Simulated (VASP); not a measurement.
BN: G0W0 quasiparticle levels with PBE

The system is BN.

```xyz
4
Lattice="2.5008 0.0000 0.0000 -1.2504 2.1658 0.0000 0.0000 0.0000 6.8931" Properties=species:S:1:pos:R:3 pbc="T T T"
B     0.0000    1.4439    1.7233
B     1.2504    0.7219    5.1698
N     1.2504    0.7219    1.7233
N     0.0000    1.4439    5.1698
```

```json
{"Program": "VASP 6.6.1", "Task": "G0W0 quasiparticle levels", "Functional": "PBE", "Potentials or basis": "VASP PAW PBE potentials, release 64 (B_GW, N_GW)", "Cutoff": "500 eV", "k mesh": "6 × 6 × 2", "Occupations": "gaussian, width 0.01 eV", "Spin": "no spin polarisation", "Dipole correction": "no", "GW scheme": "G0W0", "GW iterations": "1", "Cutoff of the response function": "80", "Frequency points": "48", "Empty bands": "60", "Further INCAR settings": "ALGO = EVGW0; EDIFF = 1e-08; NBANDS = 68"}
```

```
Band gap on the k mesh, mean-field level : 4.35 eV, indirect (least direct gap 4.68 eV)
Quasiparticle gap                        : 5.82 eV
Least direct quasiparticle gap           : 6.31 eV
```

Levels at points of the mesh, in eV from the valence-band top:
```csv
k point,band 6,band 7,band 8,band 9,band 10,band 11
"(0.00, 0.00, 0.00)",-1.33,-1.30,-1.30,5.05,9.89,11.61
"(0.50, 0.00, 0.00)",-4.10,-1.34,-0.52,4.35,5.51,9.55
"(0.00, 0.00, 0.50)",-1.32,-1.32,-1.32,7.22,7.22,11.65
"(0.50, 0.00, 0.50)",-4.12,-0.92,-0.92,4.77,4.77,9.94
```

Wall time 5.1 min on 1 thread of Intel Xeon 8259CL (shared host), peak memory 0.44 GiB.

Caveat: the k points lie up to 0.48 Å⁻¹ apart; bands, screening cutoff and mesh are small and nothing is extrapolated, so the quasiparticle values aren't converged. A k mesh can miss the band edges.
